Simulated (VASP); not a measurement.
# BN (BN (F-43m)) (F-43m) in VASP: vibrations by perturbation theory with PBE

Aim: the vibrations by perturbation theory of BN (BN (F-43m)) with PBE.

All numbers are computed with VASP 6.6.1; they aren't measurements. Logs are shortened: lines on timing, memory, paths and dates and some standing lists are left out, and cuts for length are marked.

### Step 1. The cell of the first run

It takes space group F-43m (No. 216, cubic). Conventional cell: a = 3.624 Å, b = 3.624 Å, c = 3.624 Å, α = 90.00°, β = 90.00°, γ = 90.00°. Within 2.1 Å of B (site symmetry -43m) lie 4 N at 1.57 Å. Within 2.1 Å of N (site symmetry -43m) lie 4 B at 1.57 Å.

### Step 2. Vibrations by perturbation theory, PBE

INCAR

```
SYSTEM = BN
PREC = Accurate
ENCUT = 520
EDIFF = 1E-8
ISMEAR = 0
SIGMA = 0.01
LREAL = .False.
LASPH = .True.
NELM = 80
ALGO = Normal
ISIF = 2
LWAVE = .False.
LCHARG = .False.
GGA = PE
NBANDS = 11
IBRION = 8
NSW = 1
LEPSILON = .True.
```

KPOINTS

```
regular mesh
0
Gamma
  11 11 11
  0 0 0
```

POSCAR

```
BN
1.0
    0.0000000000      1.8120551922      1.8120551922
    1.8120551922      0.0000000000      1.8120551922
    1.8120551922      1.8120551922      0.0000000000
B N
1 1
Direct
    0.0000000000      0.0000000000      0.0000000000
    0.2500000000      0.2500000000      0.2500000000
```

Potentials or basis: VASP PAW PBE potentials, release 64 (B, N).

Command:

```bash
cat potpaw_PBE.64/B/POTCAR potpaw_PBE.64/N/POTCAR > POTCAR
mpirun -np 1 vasp_std > vasp.out
```

OUTCAR:

```text
SYSTEM = BN
   PREC = Accurate
   ENCUT = 520
   EDIFF = 1E-8
   ISMEAR = 0
   LREAL = .False.
   LASPH = .True.
   NELM = 80
   ISIF = 2
   GGA = PE
   IBRION = 8
   NSW = 1
   LEPSILON = .True.

 ion  position               nearest neighbor table
   1  0.000  0.000  0.000-   2 1.57   2 1.57   2 1.57   2 1.57
   2  0.250  0.250  0.250-   1 1.57   1 1.57   1 1.57   1 1.57

  LATTYP: Found a face centered cubic cell.
 ALAT       =     3.6241103844

  Lattice vectors:

 A1 = (   0.0000000000,   1.8120551922,   1.8120551922)
 A2 = (   1.8120551922,   0.0000000000,   1.8120551922)
 A3 = (   1.8120551922,   1.8120551922,   0.0000000000)

Analysis of symmetry for initial positions (statically):
=====================================================================
 Subroutine PRICEL returns:
 Original cell was already a primitive cell.

 Routine SETGRP: Setting up the symmetry group for a
 face centered cubic supercell.

 Subroutine GETGRP returns: Found 24 space group operations
 (whereof 24 operations were pure point group operations)
 out of a pool of 48 trial point group operations.

The static configuration has the point symmetry T_d .

Analysis of symmetry for dynamics (positions and initial velocities):
=====================================================================
 Subroutine PRICEL returns:
 Original cell was already a primitive cell.

 Routine SETGRP: Setting up the symmetry group for a
 face centered cubic supercell.

 Subroutine GETGRP returns: Found 24 space group operations
 (whereof 24 operations were pure point group operations)
 out of a pool of 48 trial point group operations.

The dynamic configuration has the point symmetry T_d .

 Subroutine INISYM returns: Found 24 space group operations
 (whereof 24 operations are pure point group operations),
 and found     1 'primitive' translations

----------------------------------------------------------------------------------------

                                     Primitive cell

  volume of cell :      11.8999

  direct lattice vectors                    reciprocal lattice vectors
     0.000000000  1.812055192  1.812055192    -0.275929785  0.275929785  0.275929785
     1.812055192  0.000000000  1.812055192     0.275929785 -0.275929785  0.275929785
     1.812055192  1.812055192  0.000000000     0.275929785  0.275929785 -0.275929785

  length of vectors
     2.562633029  2.562633029  2.562633029     0.477924407  0.477924407  0.477924407

  position of ions in fractional coordinates (direct lattice)
     0.000000000  0.000000000  0.000000000
     0.250000000  0.250000000  0.250000000

  ion indices of the primitive-cell ions
   primitive index   ion index
                 1           1
                 2           2

----------------------------------------------------------------------------------------

 KPOINTS: regular mesh

Automatic generation of k-mesh.
 Grid dimensions read from file:
 generate k-points for:   11   11   11

 Generating k-lattice:

  Cartesian coordinates                     Fractional coordinates (reciprocal lattice)
    -0.025084526  0.025084526  0.025084526     0.090909091  0.000000000  0.000000000
     0.025084526 -0.025084526  0.025084526     0.000000000  0.090909091  0.000000000
     0.025084526  0.025084526 -0.025084526     0.000000000  0.000000000  0.090909091

  Length of vectors
     0.043447673  0.043447673  0.043447673

  Shift w.r.t. Gamma in fractional coordinates (k-lattice)
     0.000000000  0.000000000  0.000000000

 Subroutine IBZKPT returns following result:
 ===========================================

 Found     56 irreducible k-points:

[... 442 lines left out ...]
  energy-cutoff  :      520.00
  volume of cell :       11.90
      direct lattice vectors                 reciprocal lattice vectors
     0.000000000  1.812055192  1.812055192    -0.275929785  0.275929785  0.275929785
     1.812055192  0.000000000  1.812055192     0.275929785 -0.275929785  0.275929785
     1.812055192  1.812055192  0.000000000     0.275929785  0.275929785 -0.275929785

 POSITION                                       TOTAL-FORCE (eV/Angst)
 -----------------------------------------------------------------------------------
      0.00000      0.00000      0.00000        -0.000000      0.000000     -0.000000
      0.90603      0.90603      0.90603         0.000000     -0.000000      0.000000
 -----------------------------------------------------------------------------------
    total drift:                                0.000000      0.000000      0.000000

  FREE ENERGIE OF THE ION-ELECTRON SYSTEM (eV)
  ---------------------------------------------------
  free  energy   TOTEN  =       -17.4509682599 eV

  energy  without entropy=      -17.4509682599  energy(sigma->0) =      -17.45096826

 HEAD OF MICROSCOPIC STATIC DIELECTRIC TENSOR (INDEPENDENT PARTICLE, excluding Hartree and local field effects)
 ------------------------------------------------------
           4.707570     0.000000    -0.000000
           0.000000     4.707570     0.000000
           0.000000    -0.000000     4.707570
 ------------------------------------------------------

 Free energy of the ion-electron system (eV)
  ---------------------------------------------------
  ---------------------------------------------------
  free energy    TOTEN  =        -0.12860280 eV

  energy without entropy =       -0.12860280

------------------------ aborting loop because EDIFF is reached ----------------------------------------

--------------------------------------- Ionic step        2  -------------------------------------------

------------------------ aborting loop because EDIFF is reached ----------------------------------------

--------------------------------------- Ionic step        3  -------------------------------------------

------------------------ aborting loop because EDIFF is reached ----------------------------------------

 PIEZOELECTRIC TENSOR FIELD DIRECTION 3  (e Angst)
 -----------------------------------------------------------------------------
    -0.00030 -0.77082  0.00000           ( -0.00000 -0.00432  0.00000)
    -0.77082 -0.00030  0.00000           ( -0.00432 -0.00000  0.00000)
     0.00000  0.00000  0.00022           (  0.00000  0.00000 -0.00000)

 PIEZOELECTRIC TENSOR FIELD DIRECTION 3  (C/m^2)
 -----------------------------------------------------------------------------
    -0.00041 -1.03782  0.00000
    -1.03782 -0.00041  0.00000
     0.00000  0.00000  0.00030

--------------------------------------- Ionic step        4  -------------------------------------------

------------------------ aborting loop because EDIFF is reached ----------------------------------------

[... ionic steps 5 to 6 ...]

--------------------------------------- Ionic step        7  -------------------------------------------

 Free energy of the ion-electron system (eV)
  ---------------------------------------------------
  ---------------------------------------------------
  free energy    TOTEN  =        -0.23076038 eV

  energy without entropy =       -0.23076038

------------------------ aborting loop because EDIFF is reached ----------------------------------------

 INTERNAL STRAIN TENSOR  FOR ION    2  DIRECTION 1   (eV/Angst):
 -----------------------------------------------------------------------------
    -0.01766  0.00000  0.00000
     0.00000  0.00988 -1.49431
     0.00000 -1.49431  0.00988

 MACROSCOPIC STATIC DIELECTRIC TENSOR (including local field effects in DFT)
 ------------------------------------------------------
           4.614082     0.000000     0.000000
           0.000000     4.614082     0.000000
           0.000000     0.000000     4.614082
 ------------------------------------------------------

 PIEZOELECTRIC TENSOR (including local field effects)  for field in x, y, z        (e  Angst)
          XX          YY          ZZ          XY          YZ          ZX
  --------------------------------------------------------------------------------
  x     0.00000     0.00000     0.00000     0.00000    -0.77123     0.00000
  y     0.00000     0.00000     0.00000     0.00000     0.00000    -0.77123
  z     0.00000     0.00000     0.00000    -0.77123     0.00000     0.00000

 PIEZOELECTRIC TENSOR (including local field effects)  for field in x, y, z        (C/m^2)
          XX          YY          ZZ          XY          YZ          ZX
  --------------------------------------------------------------------------------
  x     0.00000     0.00000     0.00000     0.00000    -1.03836     0.00000
  y     0.00000     0.00000     0.00000     0.00000     0.00000    -1.03836
  z     0.00000     0.00000     0.00000    -1.03836     0.00000     0.00000

 BORN EFFECTIVE CHARGES (including local field effects) (in |e|, cummulative output)
 ---------------------------------------------------------------------------------
 ion    1
    1     1.91088    -0.00000    -0.00000
    2     0.00000     1.91088     0.00000
    3     0.00000     0.00000     1.91088
 ion    2
    1    -1.91088     0.00000     0.00000
    2    -0.00000    -1.91088    -0.00000
    3    -0.00000    -0.00000    -1.91088

 INTERNAL STRAIN TENSOR FOR ION    2 for displacements in x,y,z  (eV/Angst):
          X           Y           Z          XY          YZ          ZX
  --------------------------------------------------------------------------------
  x    -0.00000     0.00000     0.00000     0.00000    -1.49431     0.00000
  y     0.00000    -0.00000     0.00000     0.00000     0.00000    -1.49431
  z     0.00000     0.00000    -0.00000    -1.49431     0.00000     0.00000

 SECOND DERIVATIVES (NOT SYMMETRIZED)
 ------------------------------------
               1X          1Y          1Z          2X          2Y          2Z
  1X   -23.795431    0.000000    0.000000   23.795431    0.000000    0.000000
  1Y     0.000000  -23.795431    0.000000    0.000000   23.795431    0.000000
  1Z     0.000000    0.000000  -23.795431    0.000000    0.000000   23.795431
  2X    23.797736    0.000000    0.000000  -23.797736    0.000000    0.000000
  2Y     0.000000   23.797736    0.000000    0.000000  -23.797736    0.000000
  2Z     0.000000    0.000000   23.797736    0.000000    0.000000  -23.797736

 Eigenvectors and eigenvalues of the dynamical matrix
 ----------------------------------------------------

   1 f  =   30.876289 THz   194.001447 2PiTHz 1029.922150 cm-1   127.694015 meV
             X         Y         Z           dx          dy          dz
      0.000000  0.000000  0.000000     0.751172    0.000000    0.000000
      0.906028  0.906028  0.906028    -0.660106    0.000000    0.000000
[... 21 lines left out ...]
   6 f/i=    0.000741 THz     0.004659 2PiTHz    0.024731 cm-1     0.003066 meV
             X         Y         Z           dx          dy          dz
      0.000000  0.000000  0.000000     0.009272   -0.254350   -0.609065
      0.906028  0.906028  0.906028     0.010551   -0.289439   -0.693090

--------------------------------------------------------------------------------------------------------

 MACROSCOPIC STATIC DIELECTRIC TENSOR IONIC CONTRIBUTION
 ------------------------------------------------------
           2.333312     0.000000     0.000000
           0.000000     2.333312     0.000000
           0.000000     0.000000     2.333312
 ------------------------------------------------------

 ELASTIC MODULI CONTR FROM IONIC RELAXATION (kBar)
 Direction    XX          YY          ZZ          XY          YZ          ZX
 --------------------------------------------------------------------------------
 XX          -0.0000      0.0000      0.0000      0.0000     -0.0000      0.0000
 YY           0.0000     -0.0000      0.0000      0.0000      0.0000     -0.0000
 ZZ           0.0000      0.0000     -0.0000     -0.0000      0.0000      0.0000
 XY           0.0000      0.0000     -0.0000    -11.3692      0.0000      0.0000
 YZ          -0.0000      0.0000      0.0000      0.0000    -11.3692      0.0000
 ZX           0.0000     -0.0000      0.0000      0.0000      0.0000    -11.3692
 --------------------------------------------------------------------------------

 PIEZOELECTRIC TENSOR IONIC CONTR  for field in x, y, z        (C/m^2)
          XX          YY          ZZ          XY          YZ          ZX
  --------------------------------------------------------------------------------
  x     0.00000    -0.00000    -0.00000    -0.00000     0.15326    -0.00000
  y     0.00000     0.00000     0.00000     0.00000     0.00000     0.15326
  z     0.00000     0.00000     0.00000     0.15326     0.00000     0.00000
```

Wall time 1.8 min (1 thread of Intel Xeon Platinum 8488C (Sapphire Rapids), shared host); peak memory 0.18 GiB.

Results:

```yaml
Electronic_dielectric_tensor_diagonal: 4.61
Born_charges_mean_of_the_diagonal: B +1.91; N -1.91 e
Highest_phonon_frequency_at_Γ_LO-TO_splitting_left_out: 1030 cm⁻¹
```

Phonon frequencies in cm⁻¹ (negative: imaginary):
```
              q point           frequencies
(0.000, 0.000, 0.000)  0 0 0 1030 1030 1030
```

Electronic dielectric tensor:
```
4.61 0.00 0.00
0.00 4.61 0.00
0.00 0.00 4.61
```

Born effective charge tensors (e):
atom 1, B
```
1.91 0.00 0.00
0.00 1.91 0.00
0.00 0.00 1.91
```
atom 2, N
```
-1.91  0.00  0.00
 0.00 -1.91  0.00
 0.00  0.00 -1.91
```
